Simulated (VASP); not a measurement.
## Al: single point with PBE

The system is Al.

```xyz
4
Lattice="2.7665 0.0000 0.0000 -1.3833 2.3959 0.0000 0.0000 0.0000 9.1949" Properties=species:S:1:pos:R:3 pbc="T T T"
Al    0.0000    0.0000    9.1949
Al    0.0000    0.0000    4.5975
Al    0.0000    1.5973    2.2987
Al    1.3833    0.7986    6.8962
```

This isn't the form of Al at room conditions, which is fcc.

| Property | Result |
| --- | --- |
| Program | VASP 6.6.1 |
| Task | single point |
| Functional | PBE |
| Potentials or basis | VASP PAW PBE potentials, release 64 (Al) |
| Cutoff | 520 eV |
| k mesh | 17 × 17 × 5 |
| Occupations | fermi-dirac, width 0.1 eV |
| Spin | no spin polarisation |

The pressure is 7.8 GPa and the band gap on the k mesh is zero (bands 6 and 7 overlap by 5.59 eV).

Stress tensor (GPa, compression positive):
```
8.26 0.00 0.00
0.00 8.26 0.00
0.00 0.00 6.79
```

Levels at points of the mesh, in eV from the Fermi level:
```csv
k point,band 4,band 5,band 6,band 7,band 8,band 9
"(0.00, 0.00, 0.00)",-5.01,-4.71,3.26,3.27,11.58,11.58
```

Wall time 39 s on 1 thread of AMD EPYC 9R45 96-Core Processor (Zen 5), on a shared host, peak memory 0.18 GiB.

Caveat: the cell stands under pressure.
